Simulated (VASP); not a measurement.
Input of a VASP 6.6.1 run:

Contents of INCAR:

```
SYSTEM = Ba
ALGO = Normal ; EDIFF = 1E-6
ENCUT = 520 ; GGA = PS
ISIF = 2 ; ISMEAR = -1
LASPH = .TRUE. ; LCHARG = .FALSE.
LREAL = .FALSE. ; LWAVE = .FALSE.
NBANDS = 11 ; NELM = 80
PREC = Accurate ; SIGMA = 0.05
```

Contents of KPOINTS:

```
k-points
0
G
  12 12 12
  0 0 0
```

File POSCAR:

```
Ba
1.0
    0.0000000000      3.0814168755      3.0814168755
    3.0814168755      0.0000000000      3.0814168755
    3.0814168755      3.0814168755      0.0000000000
Ba
1
Direct
    0.0000000000      0.0000000000      0.0000000000
```

Potentials or basis: VASP PAW PBE potentials, release 64 (Ba_sv).

Launch:

```console
$ cat potpaw_PBE.64/Ba_sv/POTCAR > POTCAR
$ mpirun -np 1 vasp_std > vasp.out
```

Question: Estimate the band gap on the k mesh.

Answer: Zero (bands 5 and 6 overlap by 0.41 eV).

Question: Predict the pressure.

Answer: 0.1 GPa.

Caveat: the PAW data sets were made with another functional, which shifts forces and pressure a little; spin-orbit coupling is left out, which moves the levels of the heavy elements.
